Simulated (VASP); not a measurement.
Write the native input for VASP 6.6.1 that does the following.

* Task: single point
* Functional: PBE
* Potentials or basis: VASP PAW PBE potentials, release 64 (Pb_d)
* Cutoff: 500 eV
* k mesh: 14 × 14 × 14
* Occupations: fermi-dirac, width 0.05 eV
* Spin: no spin polarisation
* Dipole correction: no
* Further INCAR settings: ALGO = Normal; EDIFF = 1e-06; NBANDS = 13

The structure of Pb lies in POSCAR:

```
Pb
1.0
    0.0000000000      2.0003371801      2.0003371801
    2.0003371801      0.0000000000      2.0003371801
    2.0003371801      2.0003371801      0.0000000000
Pb
1
Direct
    0.0000000000      0.0000000000      0.0000000000
```

This cell differs from its parent crystal: volume scaled by 0.5.

The input as run:

INCAR

```
SYSTEM = Pb
PREC = Accurate ; ENCUT = 500
EDIFF = 1E-6 ; ISMEAR = -1
SIGMA = 0.05 ; LREAL = .False.
LASPH = .True. ; NELM = 120
ALGO = Normal ; ISIF = 2
LWAVE = .False. ; LCHARG = .False.
GGA = PE ; NBANDS = 13
GGA_COMPAT = .False.
```

KPOINTS

```
Automatic mesh
0
Gamma
  14 14 14
  0 0 0
```

Potentials or basis: VASP PAW PBE potentials, release 64 (Pb_d).

Command:

```bash
$ cat potpaw_PBE.64/Pb_d/POTCAR > POTCAR
$ mpirun -np 1 vasp_std > vasp.out
```

It gave:

| Quantity | Value |
| --- | --- |
| Pressure | 149.8 GPa |
| Band gap on the k mesh | zero (band 7 reaches 26.40 eV, above the bottom of band 8 at 14.76 eV) |

Caveat: spin-orbit coupling is left out, which moves the levels of the heavy elements.

Run time: 15 s on 1 thread of AMD EPYC 9R14 (Zen 4), with other jobs on the host, peak memory 0.12 GiB.
